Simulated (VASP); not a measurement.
FeSi:

```
Fe Si
1.0
     4.44766    0.00000    0.00000
     0.00000    4.44766    0.00000
     0.00000    0.00000    4.44766
Fe Si
4 4
Direct
  0.86398 0.63602 0.36398
  0.63602 0.36398 0.86398
  0.36398 0.86398 0.63602
  0.13602 0.13602 0.13602
  0.15927 0.34073 0.65927
  0.34073 0.65927 0.15927
  0.65927 0.15927 0.34073
  0.84073 0.84073 0.84073
```

| Property | Result |
| --- | --- |
| Program | VASP 6.6.1 |
| Task | relaxation of cell and atoms |
| Functional | LDA |
| Potentials or basis | VASP PAW LDA potentials, release 64 (Fe, Si) |
| Cutoff | 600 eV |
| k mesh | 6 × 6 × 6 |
| Occupations | fermi-dirac, width 0.02 eV |
| Spin | no spin polarisation |

At the start: pressure -11.8 GPa; volume 11.00 Å³/atom.

Q: Where does the relaxation end?

A: Over 24 steps the energy falls by 20.8 meV/atom and the volume is 10.45 Å³/atom (-5.0 %); space group P2_13 (No. 198, to 0.1 Å) before and after.

Step by step:
```
step  energy change (eV)  largest force (eV/Å)  pressure (GPa)  volume (Å³)
   1              0.0000                0.0995          -11.82        87.98
   2              0.2095                0.5387           22.01        78.05
   3             -0.1633                0.1277           -0.34        83.84
   4             -0.1633                0.1327           -0.07        83.76
   5             -0.1633                0.1379            0.20        83.68
   6             -0.1657                0.0668            0.22        83.60
   7             -0.1663                0.0153            0.28        83.52
   8             -0.1663                0.0158            0.36        83.52
   9             -0.1660                0.0156           -0.67        83.82
  10             -0.1664                0.0087           -0.05        83.62
  11             -0.1664                0.0091            0.00        83.61
  12             -0.1664                0.0090           -0.13        83.61
  13             -0.1664                0.0042            0.27        83.52
  14             -0.1664                0.0079            0.07        83.60
  15             -0.1664                0.0082            0.04        83.60
  16             -0.1664                0.0084            0.04        83.60
  17             -0.1664                0.0087            0.02        83.61
  18             -0.1664                0.0084            0.11        83.61
  19             -0.1664                0.0087           -0.07        83.61
  20             -0.1664                0.0085            0.07        83.61
  21             -0.1664                0.0086            0.01        83.61
  22             -0.1664                0.0086            0.02        83.61
  23             -0.1664                0.0086            0.02        83.61
  24             -0.1665                0.0022            0.01        83.61
```

Final structure:
```yaml
crystal:
  lattice:
    - [4.37272, 0.00000, 0.00000]
    - [0.00000, 4.37272, 0.00000]
    - [0.00000, 0.00000, 4.37272]
  atoms:
    - { symbol: Fe, position: [0.86278, 0.63722, 0.36278] }
    - { symbol: Fe, position: [0.63722, 0.36278, 0.86278] }
    - { symbol: Fe, position: [0.36278, 0.86278, 0.63722] }
    - { symbol: Fe, position: [0.13722, 0.13722, 0.13722] }
    - { symbol: Si, position: [0.15913, 0.34087, 0.65913] }
    - { symbol: Si, position: [0.34087, 0.65913, 0.15913] }
    - { symbol: Si, position: [0.65913, 0.15913, 0.34087] }
    - { symbol: Si, position: [0.84087, 0.84087, 0.84087] }
```
